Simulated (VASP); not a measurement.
# Cr (Im-3m) in VASP: single point with PBE

Aim: the single point of Cr with PBE.

Everything below comes from runs of VASP 6.6.1. Logs are shortened: lines on timing, memory, paths and dates and some standing lists are left out, and cuts for length are marked.

### Step 1. The cell of the first run

It takes space group Im-3m (No. 229, cubic). Conventional cell: a = 2.884 Å, b = 2.884 Å, c = 2.884 Å, α = 90.00°, β = 90.00°, γ = 90.00°. Within 3.3 Å of Cr (site symmetry m-3m) lie 14 Cr at 2.50 to 2.88 Å.

### Step 2. Single point, PBE, collinear spin, ferromagnetic start

The input, INCAR:

```
ALGO = Normal ; EDIFF = 1E-7
ENCUT = 520 ; GGA = PE
ISIF = 2 ; ISMEAR = -1
ISPIN = 2 ; LASPH = True
LCHARG = False ; LMAXMIX = 4
LORBIT = 11 ; LREAL = False
LWAVE = False ; MAGMOM = 3
NBANDS = 16 ; NELM = 150
PREC = Accurate ; SIGMA = 0.08
```

The input, KPOINTS:

```
k-points
0
Gamma
  16 16 16
```

The input, POSCAR:

```
Cr
1.0
   -1.4419500000      1.4419500000      1.4419500000
    1.4419500000     -1.4419500000      1.4419500000
    1.4419500000      1.4419500000     -1.4419500000
Cr
1
Direct
    0.0000000000      0.0000000000      0.0000000000
```

Potentials or basis: VASP PAW PBE potentials, release 64 (Cr_pv).

Command:

```console
$ cat potpaw_PBE.64/Cr_pv/POTCAR > POTCAR
$ mpirun -np 1 vasp_std > vasp.out
```

OUTCAR:

```text
EDIFF = 1E-7
   ENCUT = 520
   GGA = PE
   ISIF = 2
   ISMEAR = -1
   ISPIN = 2
   LASPH = True
   LORBIT = 11
   LREAL = False
   NELM = 150
   PREC = Accurate

 ion  position               nearest neighbor table
   1  0.000  0.000  0.000-

  LATTYP: Found a body centered cubic cell.
 ALAT       =     2.8839000000

  Lattice vectors:

 A1 = (  -1.4419500000,   1.4419500000,   1.4419500000)
 A2 = (   1.4419500000,  -1.4419500000,   1.4419500000)
 A3 = (   1.4419500000,   1.4419500000,  -1.4419500000)

Analysis of symmetry for initial positions (statically):
=====================================================================
 Subroutine PRICEL returns:
 Original cell was already a primitive cell.

 Routine SETGRP: Setting up the symmetry group for a
 body centered cubic supercell.

 Subroutine GETGRP returns: Found 48 space group operations
 (whereof 48 operations were pure point group operations)
 out of a pool of 48 trial point group operations.

The static configuration has the point symmetry O_h .

Analysis of symmetry for dynamics (positions and initial velocities):
=====================================================================
 Subroutine PRICEL returns:
 Original cell was already a primitive cell.

 Routine SETGRP: Setting up the symmetry group for a
 body centered cubic supercell.

 Subroutine GETGRP returns: Found 48 space group operations
 (whereof 48 operations were pure point group operations)
 out of a pool of 48 trial point group operations.

The dynamic configuration has the point symmetry O_h .

Analysis of structural, dynamic, and magnetic symmetry:
=====================================================================
 Subroutine PRICEL returns:
 Original cell was already a primitive cell.

 Routine SETGRP: Setting up the symmetry group for a
 body centered cubic supercell.

 Subroutine GETGRP returns: Found 48 space group operations
 (whereof 48 operations were pure point group operations)
 out of a pool of 48 trial point group operations.

The overall configuration has the point symmetry O_h .

 Subroutine INISYM returns: Found 48 space group operations
 (whereof 48 operations are pure point group operations),
 and found     1 'primitive' translations

----------------------------------------------------------------------------------------

                                     Primitive cell

  volume of cell :      11.9925

  direct lattice vectors                    reciprocal lattice vectors
    -1.441950000  1.441950000  1.441950000     0.000000000  0.346752661  0.346752661
     1.441950000 -1.441950000  1.441950000     0.346752661  0.000000000  0.346752661
     1.441950000  1.441950000 -1.441950000     0.346752661  0.346752661  0.000000000

  length of vectors
     2.497530662  2.497530662  2.497530662     0.490382316  0.490382316  0.490382316

  position of ions in fractional coordinates (direct lattice)
     0.000000000  0.000000000  0.000000000

  ion indices of the primitive-cell ions
   primitive index   ion index
                 1           1

----------------------------------------------------------------------------------------

 KPOINTS: k-points

Automatic generation of k-mesh.
 Grid dimensions read from file:
 generate k-points for:   16   16   16

 Generating k-lattice:

  Cartesian coordinates                     Fractional coordinates (reciprocal lattice)
     0.000000000  0.021672041  0.021672041     0.062500000  0.000000000  0.000000000
     0.021672041  0.000000000  0.021672041     0.000000000  0.062500000  0.000000000
     0.021672041  0.021672041  0.000000000     0.000000000  0.000000000  0.062500000

  Length of vectors
     0.030648895  0.030648895  0.030648895

  Shift w.r.t. Gamma in fractional coordinates (k-lattice)
     0.000000000  0.000000000  0.000000000

 Subroutine IBZKPT returns following result:
 ===========================================

 Found    145 irreducible k-points:

 Following reciprocal coordinates:
            Coordinates               Weight
  0.000000  0.000000  0.000000      1.000000
  0.062500  0.000000  0.000000     12.000000
  0.125000  0.000000  0.000000     12.000000
  0.187500  0.000000  0.000000     12.000000
  0.250000  0.000000  0.000000     12.000000
  0.312500  0.000000  0.000000     12.000000
[... 16 lines left out ...]
  0.187500  0.187500  0.000000     24.000000
  0.250000  0.187500  0.000000     48.000000
 [... further k-points ...]
   k-points           NKPTS =    145   k-points in BZ     NKDIM =    145   number of bands    NBANDS=     16
   number of dos      NEDOS =    301   number of ions     NIONS =      1
   total plane-waves  NPLWV =   8000
   dimension x,y,z NGX =    20 NGY =   20 NGZ =   20
   dimension x,y,z NGXF=    40 NGYF=   40 NGZF=   40
   ions per type =               1
   NGX,Y,Z   is equivalent  to a cutoff of  13.31, 13.31, 13.31 a.u.
   NGXF,Y,Z  is equivalent  to a cutoff of  26.63, 26.63, 26.63 a.u.
 SYSTEM =  unknown system
   PREC   = accura    normal or accurate (medium, high low for compatibility)
   ISTART =      0    job   : 0-new  1-cont  2-samecut
   ICHARG =      2    charge: 1-file 2-atom 10-const
   ISPIN  =      2    spin polarized calculation?
   LNONCOLLINEAR =      F non collinear calculations
   LSORBIT =      F    spin-orbit coupling
   LASPH  =      T    aspherical Exc in radial PAW
   ENCUT  =  520.0 eV  38.22 Ry    6.18 a.u.   4.64  4.64  4.64*2*pi/ulx,y,z
   NELM   =    150;   NELMIN=  2; NELMDL= -5     # of ELM steps
   EDIFF  = 0.1E-06   stopping-criterion for ELM
   LREAL  =      F    real-space projection
   EDIFFG = 0.1E-05   stopping-criterion for IOM
   NSW    =      0    number of steps for IOM
   IBRION =     -1    ionic relax: 0-MD 1-quasi-New 2-CG
   NFREE  =      0    steps in history (QN), initial steepest desc. (CG)
   ISIF   =      2    stress and relaxation
   ISYM   =      2    0-nonsym 1-usesym 2-fastsym
   POTIM  = 0.5000    time-step for ionic-motion
   TEBEG  =    0.0;   TEEND  =   0.0 temperature during run
   PSTRESS=    0.0 pullay stress
   NELECT =      12.0000    total number of electrons
   NUPDOWN=      -1.0000    fix difference up-down
   EMIN   =  10.00;   EMAX   =-10.00  energy-range for DOS
   EFERMI =   0.00;   METHOD = LEGACY
   ISMEAR =    -1;   SIGMA  =   0.08  broadening in eV -4-tet -1-fermi 0-gaus
   EFERMI_NEDOS =   21; number of points for ismear=-14 and -15
   IALGO  =     38    algorithm
   IMIX   =      4    mixing-type and parameters
     AMIX     =   0.40;   BMIX     =  1.00
     AMIX_MAG =   1.60;   BMIX_MAG =  1.00
  volume/ion in A,a.u.               =      11.99        80.93
  Fermi-wavevector in a.u.,A,eV,Ry     =   1.637439  3.094310 36.480015  2.681205
  Thomas-Fermi vector in A             =   2.728578
   LORBIT       =     11    0 simple, 1 ext, 2 COOP (PROOUT), +10 PAW based schemes
   GGA     = PE    functional components
   LHFCALC =     F    Hartree Fock is set to
   AEXX    =    0.0000 exact exchange contribution
   IVDW    =     0    specifies the selected vdW correction
   LEPSILON=     F    determine dielectric tensor
   LRPA    =     F    only Hartree local field effects (RPA)
 spin polarized calculation
  energy-cutoff  :      520.00
  volume of cell :       11.99
 maximum number of plane-waves:       336
   NGX =  9   NGY =  9   NGZ =  9

 number of electron      11.9999992 magnetization      -0.0062289

 number of electron      11.9999992 magnetization       0.0000319

 Free energy of the ion-electron system (eV)
  ---------------------------------------------------
  ext. energy  EPLUGINS =         0.00000000
  ---------------------------------------------------
  free energy    TOTEN  =        -9.51103818 eV

  energy without entropy =       -9.49657631  energy(sigma->0) =       -9.50380725

 E-fermi :  10.4162     XC(G=0): -13.4576

 val. band max:       10.4150801684   @ k =  -0.2500   0.3125   0.1250
 cond. band min:      10.4229171629   @ k =  -0.3125   0.3125   0.1875
 fundamental gap:      0.0078369945
 Fermi energy:        10.4162227347

 spin component 1

 k-point     1 :       0.0000    0.0000    0.0000
  band No.  band energies     occupation
      1     -32.3324      1.00000
      2     -32.3324      1.00000
      3     -32.3324      1.00000
      4       2.7264      1.00000
      5       9.5789      0.99997
      6       9.5789      0.99997
[... 8 lines left out ...]
     15      39.5932      0.00000
     16      43.8168      0.00000

 k-point     2 :       0.0625    0.0000    0.0000
  band No.  band energies     occupation
      1     -32.3646      1.00000
      2     -32.3423      1.00000
      3     -32.3325      1.00000
      4       2.8924      1.00000
      5       9.5163      0.99999
      6       9.5686      0.99997
[... 8 lines left out ...]
     15      39.9604      0.00000
     16      41.9711      0.00000
[... 387 lines left out ...]
      5       8.5507      1.00000
      6       8.7994      1.00000
[... 8 lines left out ...]
     15      39.0755      0.00000
     16      42.6518      0.00000

 k-point    24 :       0.2500    0.1875    0.0000
  band No.  band energies     occupation
      1     -32.9664      1.00000
      2     -32.5901      1.00000
      3     -32.4003      1.00000
      4       6.7656      1.00000
      5       8.3329      1.00000
      6       8.8681      1.00000
[... 8 lines left out ...]
     15      39.2679      0.00000
     16      43.4296      0.00000

 [... further k-points ...]

 spin component 2

 k-point     1 :       0.0000    0.0000    0.0000
  band No.  band energies     occupation
      1     -32.3324      1.00000
      2     -32.3324      1.00000
      3     -32.3324      1.00000
      4       2.7264      1.00000
      5       9.5789      0.99997
      6       9.5789      0.99997
[... 8 lines left out ...]
     15      39.5932      0.00000
     16      43.8168      0.00000

 k-point     2 :       0.0625    0.0000    0.0000
  band No.  band energies     occupation
      1     -32.3646      1.00000
      2     -32.3423      1.00000
      3     -32.3325      1.00000
      4       2.8925      1.00000
      5       9.5163      0.99999
      6       9.5686      0.99997
[... 8 lines left out ...]
     15      39.9605      0.00000
     16      41.9711      0.00000
[... 387 lines left out ...]
      5       8.5507      1.00000
      6       8.7994      1.00000
[... 8 lines left out ...]
     15      39.0755      0.00000
     16      42.6518      0.00000

 k-point    24 :       0.2500    0.1875    0.0000
  band No.  band energies     occupation
      1     -32.9664      1.00000
      2     -32.5901      1.00000
      3     -32.4003      1.00000
      4       6.7656      1.00000
      5       8.3329      1.00000
      6       8.8681      1.00000
[... 8 lines left out ...]
     15      39.2679      0.00000
     16      43.4296      0.00000

 [... further k-points ...]

------------------------ aborting loop because EDIFF is reached ----------------------------------------

  FORCE on cell =-STRESS in cart. coord.  units (eV):
  Direction    XX          YY          ZZ          XY          YZ          ZX
  --------------------------------------------------------------------------------------
  -------------------------------------------------------------------------------------
  Total       -0.6987122     -0.6987122     -0.6987122     -0.0000000      0.0000000      0.0000000
  in kB      -93.3465526    -93.3465526    -93.3465526     -0.0000000      0.0000000      0.0000000
  external PRESSURE =     -93.3465526 kB  Pullay stress =       0.0000000 kB

 VOLUME and BASIS-vectors are now :
 -----------------------------------------------------------------------------
  energy-cutoff  :      520.00
  volume of cell :       11.99
      direct lattice vectors                 reciprocal lattice vectors
    -1.441950000  1.441950000  1.441950000     0.000000000  0.346752661  0.346752661
     1.441950000 -1.441950000  1.441950000     0.346752661  0.000000000  0.346752661
     1.441950000  1.441950000 -1.441950000     0.346752661  0.346752661  0.000000000

 POSITION                                       TOTAL-FORCE (eV/Angst)
 -----------------------------------------------------------------------------------
      0.00000      0.00000      0.00000         0.000000      0.000000     -0.000000
 -----------------------------------------------------------------------------------
    total drift:                                0.000000     -0.000000      0.000000

  FREE ENERGIE OF THE ION-ELECTRON SYSTEM (eV)
  ---------------------------------------------------
  free  energy   TOTEN  =        -9.5110381813 eV

  energy  without entropy=       -9.4965763117  energy(sigma->0) =       -9.50380725

 total charge

# of ion       s       p       d       tot
------------------------------------------
    1        0.427   6.382   4.168  10.978

 magnetization (x)

# of ion       s       p       d       tot
------------------------------------------
    1       -0.000   0.000   0.000   0.000
```

It took 88 s on 1 thread of Intel Xeon 8259CL, shared host; peak memory 0.16 GiB.

Results:

- Free energy: -9.5110 eV
- Pressure: -9.3 GPa
- Band gap on the k mesh: zero (filled and empty bands overlap)
- Net moment: 0.00 μB per cell
- Valence electrons inside the program's atomic spheres: Cr 10.98

Caveat: the cell stands under tension.
